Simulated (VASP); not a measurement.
A run of VASP 6.6.1:

INCAR

```
PREC = Accurate ; ENCUT = 520
EDIFF = 1E-6 ; ISMEAR = -1
SIGMA = 0.08 ; LREAL = F
LASPH = T ; NELM = 100
ALGO = Normal ; ISIF = 2
LWAVE = F ; LCHARG = T
GGA = PS ; LELF = T
LVHAR = T ; NBANDS = 11
```

Contents of KPOINTS:

```
regular mesh
0
Gamma
  16 16 16
```

Contents of POSCAR:

```
Hf
1.0
   -1.7689000000      1.7689000000      1.8050000000
    1.7689000000     -1.7689000000      1.8050000000
    1.7689000000      1.7689000000     -1.8050000000
Hf
1
Direct
    0.0000000000      0.0000000000      0.0000000000
```

Potentials or basis: VASP PAW PBE potentials, release 64 (Hf_pv).

Command:

```console
$ cat potpaw_PBE.64/Hf_pv/POTCAR > POTCAR
$ mpirun -np 1 vasp_std > vasp.out
```

Hardware: 1 thread of Intel(R) Xeon(R) Platinum 8559C (Emerald Rapids) (shared host).

Question: Estimate the wall time of this run.

Answer: Wall time 21 s on 1 thread of Intel(R) Xeon(R) Platinum 8559C (Emerald Rapids), with other jobs on the host, peak memory 0.2 GiB. Counts: scf iterations 11, k points 349.
